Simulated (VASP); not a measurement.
# LaO2F2 (P4/mbm) in VASP: notebook

The runs below take LaO2F2 through single point, with PBE.

All numbers are computed with VASP 6.6.1; they aren't measurements. Logs are shortened: lines on timing, memory, paths and dates and some standing lists are left out, and cuts for length are marked.

### Step 1. The cell of the first run

The structure is tetragonal, space group P4/mbm (No. 127). Conventional cell: a = 5.841 Å, b = 5.841 Å, c = 3.773 Å, α = 90.00°, β = 90.00°, γ = 90.00°. La (site symmetry 4/m) has 8 O at 2.50 to 3.41 Å and 8 F at 2.80 Å within 3.5 Å. Within 1.7 Å of O (site symmetry m2m) lie 1 O at 1.30 Å. Within 3.3 Å of F (site symmetry m2m) lie 6 O at 2.47 to 2.75 Å and 4 La at 2.80 Å and 4 F at 2.93 Å.

The cell was generated, and may not be a known phase.

### Step 2. Single point, PBE

Input file INCAR:

```
SYSTEM = LaO2F2
  ALGO = Normal
  EDIFF = 1E-7
  ENCUT = 520
  GGA = PE
  ISIF = 2
  ISMEAR = 0
  LASPH = .True.
  LCHARG = .False.
  LREAL = .False.
  LWAVE = .False.
  NBANDS = 48
  NELM = 60
  PREC = Accurate
  SIGMA = 0.1
```

Input file KPOINTS:

```
k-points
0
Gamma
  4 4 6
  0 0 0
```

Input file POSCAR:

```
LaO2F2
1.0
    5.8411901909      0.0000000000      0.0000000000
    0.0000000000      5.8411901909      0.0000000000
    0.0000000000      0.0000000000      3.7729708510
La O F
2 4 4
Direct
    0.0000000000      0.0000000000      0.0000000000
    0.5000000000      0.5000000000      0.0000000000
    0.4211131457      0.9211131457      0.0000000000
    0.0788868543      0.4211131457      0.0000000000
    0.5788868543      0.0788868543      0.0000000000
    0.9211131457      0.5788868543      0.0000000000
    0.2286645501      0.7286645501      0.5000000000
    0.2713354499      0.2286645501      0.5000000000
    0.7713354499      0.2713354499      0.5000000000
    0.7286645501      0.7713354499      0.5000000000
```

Potentials or basis: VASP PAW PBE potentials, release 64 (La, O, F).

On the command line:

```
$ cat potpaw_PBE.64/La/POTCAR potpaw_PBE.64/O/POTCAR potpaw_PBE.64/F/POTCAR > POTCAR
$ mpirun -np 1 vasp_std > vasp.out
```

OUTCAR:

```text
SYSTEM = LaO2F2
   EDIFF = 1E-7
   ENCUT = 520
   GGA = PE
   ISIF = 2
   ISMEAR = 0
   LASPH = .True.
   LREAL = .False.
   NELM = 60
   PREC = Accurate

 ion  position               nearest neighbor table
   1  0.000  0.000  0.000-   3 2.50   4 2.50   5 2.50   6 2.50
   2  0.500  0.500  0.000-   3 2.50   4 2.50   5 2.50   6 2.50
   3  0.421  0.921  0.000-   5 1.30   2 2.50   1 2.50
   4  0.079  0.421  0.000-   6 1.30   2 2.50   1 2.50
   5  0.579  0.079  0.000-   3 1.30   2 2.50   1 2.50
   6  0.921  0.579  0.000-   4 1.30   2 2.50   1 2.50
   7  0.229  0.729  0.500-
   8  0.271  0.229  0.500-
   9  0.771  0.271  0.500-
  10  0.729  0.771  0.500-

  LATTYP: Found a simple tetragonal cell.
 ALAT       =     5.8411901909
 C/A-ratio  =     0.6459250132

  Lattice vectors:

 A1 = (   5.8411901909,   0.0000000000,   0.0000000000)
 A2 = (   0.0000000000,   5.8411901909,   0.0000000000)
 A3 = (   0.0000000000,   0.0000000000,   3.7729708510)

Analysis of symmetry for initial positions (statically):
=====================================================================
 Subroutine PRICEL returns:
 Original cell was already a primitive cell.

 Routine SETGRP: Setting up the symmetry group for a
 simple tetragonal supercell.

 Subroutine GETGRP returns: Found 16 space group operations
 (whereof  8 operations were pure point group operations)
 out of a pool of 16 trial point group operations.

The static configuration has the point symmetry C_4h.
 The point group associated with its full space group is D_4h.

Analysis of symmetry for dynamics (positions and initial velocities):
=====================================================================
 Subroutine PRICEL returns:
 Original cell was already a primitive cell.

 Routine SETGRP: Setting up the symmetry group for a
 simple tetragonal supercell.

 Subroutine GETGRP returns: Found 16 space group operations
 (whereof  8 operations were pure point group operations)
 out of a pool of 16 trial point group operations.

The dynamic configuration has the point symmetry C_4h.
 The point group associated with its full space group is D_4h.

 Subroutine INISYM returns: Found 16 space group operations
 (whereof  8 operations are pure point group operations),
 and found     1 'primitive' translations

----------------------------------------------------------------------------------------

                                     Primitive cell

  volume of cell :     128.7319

  direct lattice vectors                    reciprocal lattice vectors
     5.841190191  0.000000000  0.000000000     0.171197987  0.000000000  0.000000000
     0.000000000  5.841190191  0.000000000     0.000000000  0.171197987  0.000000000
     0.000000000  0.000000000  3.772970851     0.000000000  0.000000000  0.265043129

  length of vectors
     5.841190191  5.841190191  3.772970851     0.171197987  0.171197987  0.265043129

  position of ions in fractional coordinates (direct lattice)
     0.000000000  0.000000000  0.000000000
     0.500000000  0.500000000  0.000000000
     0.421113146  0.921113146  0.000000000
     0.078886854  0.421113146  0.000000000
     0.578886854  0.078886854  0.000000000
     0.921113146  0.578886854  0.000000000
     0.228664550  0.728664550  0.500000000
     0.271335450  0.228664550  0.500000000
     0.771335450  0.271335450  0.500000000
     0.728664550  0.771335450  0.500000000

  ion indices of the primitive-cell ions
   primitive index   ion index
                 1           1
                 2           2
                 3           3
                 4           4
                 5           5
                 6           6
                 7           7
                 8           8
                 9           9
                10          10

----------------------------------------------------------------------------------------

 KPOINTS: k-points

Automatic generation of k-mesh.
 Grid dimensions read from file:
 generate k-points for:    4    4    6

 Generating k-lattice:

  Cartesian coordinates                     Fractional coordinates (reciprocal lattice)
     0.042799497  0.000000000  0.000000000     0.250000000  0.000000000  0.000000000
     0.000000000  0.042799497  0.000000000     0.000000000  0.250000000  0.000000000
     0.000000000  0.000000000  0.044173855     0.000000000  0.000000000  0.166666667

  Length of vectors
     0.042799497  0.042799497  0.044173855

  Shift w.r.t. Gamma in fractional coordinates (k-lattice)
     0.000000000  0.000000000  0.000000000

 Subroutine IBZKPT returns following result:
 ===========================================

 Found     24 irreducible k-points:

 Following reciprocal coordinates:
            Coordinates               Weight
  0.000000  0.000000  0.000000      1.000000
  0.250000  0.000000  0.000000      4.000000
  0.500000  0.000000  0.000000      2.000000
  0.250000  0.250000  0.000000      4.000000
  0.500000  0.250000  0.000000      4.000000
  0.500000  0.500000  0.000000      1.000000
[... 16 lines left out ...]
  0.500000  0.250000  0.500000      4.000000
  0.500000  0.500000  0.500000      1.000000
   k-points           NKPTS =     24   k-points in BZ     NKDIM =     24   number of bands    NBANDS=     48
   number of dos      NEDOS =    301   number of ions     NIONS =     10
   total plane-waves  NPLWV =  64512
   dimension x,y,z NGX =    48 NGY =   48 NGZ =   28
   dimension x,y,z NGXF=    96 NGYF=   96 NGZF=   56
   ions per type =               2   4   4
   NGX,Y,Z   is equivalent  to a cutoff of  13.66, 13.66, 12.34 a.u.
   NGXF,Y,Z  is equivalent  to a cutoff of  27.32, 27.32, 24.67 a.u.
 SYSTEM =  LaO2F2
   PREC   = accura    normal or accurate (medium, high low for compatibility)
   ISTART =      0    job   : 0-new  1-cont  2-samecut
   ICHARG =      2    charge: 1-file 2-atom 10-const
   ISPIN  =      1    spin polarized calculation?
   LNONCOLLINEAR =      F non collinear calculations
   LSORBIT =      F    spin-orbit coupling
   LASPH  =      T    aspherical Exc in radial PAW
   ENCUT  =  520.0 eV  38.22 Ry    6.18 a.u.  10.86 10.86  7.02*2*pi/ulx,y,z
   NELM   =     60;   NELMIN=  2; NELMDL= -5     # of ELM steps
   EDIFF  = 0.1E-06   stopping-criterion for ELM
   LREAL  =      F    real-space projection
   EDIFFG = 0.1E-05   stopping-criterion for IOM
   NSW    =      0    number of steps for IOM
   IBRION =     -1    ionic relax: 0-MD 1-quasi-New 2-CG
   NFREE  =      0    steps in history (QN), initial steepest desc. (CG)
   ISIF   =      2    stress and relaxation
   ISYM   =      2    0-nonsym 1-usesym 2-fastsym
   POTIM  = 0.5000    time-step for ionic-motion
   TEBEG  =    0.0;   TEEND  =   0.0 temperature during run
   PSTRESS=    0.0 pullay stress
   NELECT =      74.0000    total number of electrons
   NUPDOWN=      -1.0000    fix difference up-down
   EMIN   =  10.00;   EMAX   =-10.00  energy-range for DOS
   EFERMI =   0.00;   METHOD = LEGACY
   ISMEAR =     0;   SIGMA  =   0.10  broadening in eV -4-tet -1-fermi 0-gaus
   EFERMI_NEDOS =   21; number of points for ismear=-14 and -15
   IALGO  =     38    algorithm
   IMIX   =      4    mixing-type and parameters
     AMIX     =   0.40;   BMIX     =  1.00
     AMIX_MAG =   1.60;   BMIX_MAG =  1.00
  volume/ion in A,a.u.               =      12.87        86.87
  Fermi-wavevector in a.u.,A,eV,Ry     =   1.361204  2.572303 25.209929  1.852878
  Thomas-Fermi vector in A             =   2.487801
   LORBIT       =      0    0 simple, 1 ext, 2 COOP (PROOUT), +10 PAW based schemes
   GGA     = PE    functional components
   LHFCALC =     F    Hartree Fock is set to
   AEXX    =    0.0000 exact exchange contribution
   IVDW    =     0    specifies the selected vdW correction
   LEPSILON=     F    determine dielectric tensor
   LRPA    =     F    only Hartree local field effects (RPA)
 non-spin polarized calculation
 Gauss-broadening in eV      SIGMA  =   0.10
  energy-cutoff  :      520.00
  volume of cell :      128.73
 maximum number of plane-waves:      3520
 NGX is ok and might be reduce to    48
   NGX = 21   NGY = 21   NGZ = 15

 number of electron      73.9999921 magnetization

 Free energy of the ion-electron system (eV)
  ---------------------------------------------------
  ext. energy  EPLUGINS =         0.00000000
  ---------------------------------------------------
  free energy    TOTEN  =       -59.94659676 eV

  energy without entropy =      -59.83852689  energy(sigma->0) =      -59.89256183

 E-fermi :   4.9003     XC(G=0): -10.4252

 val. band max:        4.8980262084   @ k =   0.0000   0.0000   0.1667
 cond. band min:       4.9037631007   @ k =   0.2500   0.2500   0.5000
 fundamental gap:      0.0057368924
 Fermi energy:         4.9003295304

 k-point     1 :       0.0000    0.0000    0.0000
  band No.  band energies     occupation
      1     -26.9877      2.00000
      2     -26.8999      2.00000
      3     -19.3269      2.00000
      4     -19.3240      2.00000
      5     -16.9321      2.00000
      6     -16.9321      2.00000
[... 40 lines left out ...]
     47       8.0425      0.00000
     48       8.0488      0.00000

 k-point     2 :       0.2500    0.0000    0.0000
  band No.  band energies     occupation
      1     -26.9734      2.00000
      2     -26.9113      2.00000
      3     -19.3563      2.00000
      4     -19.3563      2.00000
      5     -16.9009      2.00000
      6     -16.8928      2.00000
[... 40 lines left out ...]
     47       8.0624      0.00000
     48       8.0775      0.00000

 k-point     3 :       0.5000    0.0000    0.0000
  band No.  band energies     occupation
      1     -26.9409      2.00000
      2     -26.9409      2.00000
      3     -19.3864      2.00000
      4     -19.3864      2.00000
      5     -16.8560      2.00000
      6     -16.8560      2.00000
[... 40 lines left out ...]
     47       8.0835      0.00000
     48       8.0964      0.00000

 k-point     4 :       0.2500    0.2500    0.0000
  band No.  band energies     occupation
      1     -26.9627      2.00000
      2     -26.9187      2.00000
      3     -19.3883      2.00000
      4     -19.3867      2.00000
      5     -16.8753      2.00000
      6     -16.8635      2.00000
[... 958 lines left out ...]
     47       8.0976      0.00000
     48       8.1165      0.00000

 k-point    23 :       0.5000    0.2500    0.5000
  band No.  band energies     occupation
      1     -26.8727      2.00000
      2     -26.8727      2.00000
      3     -19.3575      2.00000
      4     -19.3575      2.00000
      5     -16.9345      2.00000
      6     -16.9345      2.00000
[... 40 lines left out ...]
     47       8.0986      0.00000
     48       8.1013      0.00000

 k-point    24 :       0.5000    0.5000    0.5000
  band No.  band energies     occupation
      1     -26.8711      2.00000
      2     -26.8711      2.00000
      3     -19.3827      2.00000
      4     -19.3827      2.00000
      5     -16.8724      2.00000
      6     -16.8724      2.00000
[... 40 lines left out ...]
     47       8.1216      0.00000
     48       8.1399      0.00000

------------------------ aborting loop because EDIFF is reached ----------------------------------------

  FORCE on cell =-STRESS in cart. coord.  units (eV):
  Direction    XX          YY          ZZ          XY          YZ          ZX
  --------------------------------------------------------------------------------------
  -------------------------------------------------------------------------------------
  Total        0.1972044      0.1972044     -0.2934099      0.0000000      0.0000000      0.0000000
  in kB        2.4543762      2.4543762     -3.6517343      0.0000000      0.0000000      0.0000000
  external PRESSURE =       0.4190060 kB  Pullay stress =       0.0000000 kB

 VOLUME and BASIS-vectors are now :
 -----------------------------------------------------------------------------
  energy-cutoff  :      520.00
  volume of cell :      128.73
      direct lattice vectors                 reciprocal lattice vectors
     5.841190191  0.000000000  0.000000000     0.171197987  0.000000000  0.000000000
     0.000000000  5.841190191  0.000000000     0.000000000  0.171197987  0.000000000
     0.000000000  0.000000000  3.772970851     0.000000000  0.000000000  0.265043129

 POSITION                                       TOTAL-FORCE (eV/Angst)
 -----------------------------------------------------------------------------------
      0.00000      0.00000      0.00000         0.000000      0.000000     -0.000000
      2.92060      2.92060      0.00000         0.000000      0.000000     -0.000000
      2.45980      5.38040      0.00000        -0.367257     -0.367257     -0.000000
      0.46079      2.45980      0.00000         0.367257     -0.367257     -0.000000
      3.38139      0.46079      0.00000         0.367257      0.367257      0.000000
      5.38040      3.38139      0.00000        -0.367257      0.367257      0.000000
      1.33567      4.25627      1.88649        -0.000741     -0.000741     -0.000000
      1.58492      1.33567      1.88649         0.000741     -0.000741      0.000000
      4.50552      1.58492      1.88649         0.000741      0.000741     -0.000000
      4.25627      4.50552      1.88649        -0.000741      0.000741     -0.000000
 -----------------------------------------------------------------------------------
    total drift:                               -0.000000      0.000000      0.000000

  FREE ENERGIE OF THE ION-ELECTRON SYSTEM (eV)
  ---------------------------------------------------
  free  energy   TOTEN  =       -59.9465967573 eV

  energy  without entropy=      -59.8385268940  energy(sigma->0) =      -59.89256183
```

Wall time 1.8 min (1 thread of Intel Xeon 6975P-C (Granite Rapids), shared host); peak memory 0.31 GiB.

Results:

| Property | Result |
| --- | --- |
| Free energy | -59.9466 eV |
| Pressure | 0.0 GPa |
| Largest force | 0.519 eV/Å |
| Band gap on the k mesh | zero (bands 37 and 38 overlap by 0.15 eV) |

Forces in eV/Å, atoms in the order of the input:
```
La   0.000  0.000  0.000
La   0.000  0.000  0.000
O   -0.367 -0.367  0.000
O    0.367 -0.367  0.000
O    0.367  0.367  0.000
O   -0.367  0.367  0.000
F   -0.001 -0.001  0.000
F    0.001 -0.001  0.000
F    0.001  0.001  0.000
F   -0.001  0.001  0.000
```

Stress tensor (GPa, compression positive):
```
 0.25  0.00  0.00
 0.00  0.25  0.00
 0.00  0.00 -0.37
```

Levels at points of the mesh, in eV from the Fermi level:
```csv
k point,band 34,band 35,band 36,band 37,band 38,band 39,band 40,band 41
"(0.00, 0.00, 0.00)",-2.10,-1.96,-1.19,-0.03,-0.03,2.34,2.80,2.80
"(0.50, 0.00, 0.00)",-2.24,-0.97,-0.97,0.02,0.02,2.77,2.77,3.00
"(0.50, 0.50, 0.00)",-2.54,-0.35,-0.35,0.01,0.01,2.91,2.91,3.12
"(0.00, 0.00, 0.50)",-2.13,-1.90,-1.17,-0.11,-0.11,2.84,2.87,2.96
"(0.50, 0.00, 0.50)",-2.41,-0.90,-0.90,0.02,0.02,2.86,2.86,3.03
"(0.50, 0.50, 0.50)",-2.33,-0.33,-0.33,0.05,0.05,2.88,2.88,3.01
```

Caveat: spin-orbit coupling is left out, which moves the levels of the heavy elements.

### Step 3. Single point, PBE

This run uses another cell than the first one, of 15.94 Å³/atom.

Input file INCAR:

```
SYSTEM = LaO2F2
  PREC = Accurate
  ENCUT = 520
  EDIFF = 1E-7
  ISMEAR = 0
  SIGMA = 0.1
  LREAL = .False.
  LASPH = .True.
  NELM = 60
  ALGO = Normal
  ISIF = 2
  LWAVE = .False.
  LCHARG = .True.
  GGA = PE
  LELF = .True.
  LVHAR = .True.
  NBANDS = 48
```

Input file KPOINTS:

```
Automatic mesh
0
Gamma
  4 4 6
  0 0 0
```

Input file POSCAR:

```
LaO2F2
1.0
    6.6283617200      0.0000000000      0.0000000000
    0.0000000000      6.6283617200      0.0000000000
    0.0000000000      0.0000000000      3.6269529600
La O F
2 4 4
Direct
    0.0000000000      0.0000000000      0.0000000000
    0.5000000000      0.5000000000      0.0000000000
    0.3747800000      0.8747800000      0.0000000000
    0.1252200000      0.3747800000      0.0000000000
    0.6252200000      0.1252200000      0.0000000000
    0.8747800000      0.6252200000      0.0000000000
    0.1731400000      0.6731400000      0.5000000000
    0.3268600000      0.1731400000      0.5000000000
    0.8268600000      0.3268600000      0.5000000000
    0.6731400000      0.8268600000      0.5000000000
```

Potentials or basis: VASP PAW PBE potentials, release 64 (La, O, F).

On the command line:

```
$ cat potpaw_PBE.64/La/POTCAR potpaw_PBE.64/O/POTCAR potpaw_PBE.64/F/POTCAR > POTCAR
$ mpirun -np 1 vasp_std > vasp.out
```

Wall time 3 min (1 thread of Intel Xeon 6975P-C (Granite Rapids), shared host); peak memory 0.34 GiB.

The run converged. Its results:

- Free energy: -49.3143 eV
- Pressure: -15.1 GPa
- Largest force: 1.180 eV/Å
- Band gap on the k mesh: zero (bands 37 and 38 overlap by 0.28 eV)

Forces on the atoms (eV/Å):
```
La   0.000  0.000  0.000
La   0.000  0.000  0.000
O    0.369  0.369  0.000
O   -0.369  0.369  0.000
O   -0.369 -0.369  0.000
O    0.369 -0.369  0.000
F    0.835  0.835  0.000
F   -0.835  0.835  0.000
F   -0.835 -0.835  0.000
F    0.835 -0.835  0.000
```

Stress tensor (GPa, compression positive):
```
-25.06   0.00   0.00
  0.00 -25.06   0.00
  0.00   0.00   4.71
```

Levels at points of the mesh, in eV from the Fermi level:
```tsv
k point	band 34	band 35	band 36	band 37	band 38	band 39	band 40	band 41
(0.00, 0.00, 0.00)	-0.82	-0.66	-0.15	-0.15	0.14	0.24	0.24	1.64
(0.50, 0.00, 0.00)	-0.83	-0.39	-0.39	0.04	0.04	0.15	0.15	2.07
(0.50, 0.50, 0.00)	-0.52	-0.18	-0.18	-0.11	-0.11	0.00	0.00	2.03
(0.00, 0.00, 0.50)	-0.70	-0.70	-0.05	-0.05	0.28	0.37	0.37	2.73
(0.50, 0.00, 0.50)	-0.66	-0.51	-0.51	0.17	0.17	0.25	0.25	2.74
(0.50, 0.50, 0.50)	-0.60	-0.30	-0.30	-0.01	-0.01	0.23	0.23	2.74
```

Caveat: the stress differs along the axes, from -25 to 5 GPa; spin-orbit coupling is left out, which moves the levels of the heavy elements; forces of over 1 eV/Å act on the atoms, so gaps and moduli don't describe the material at rest.
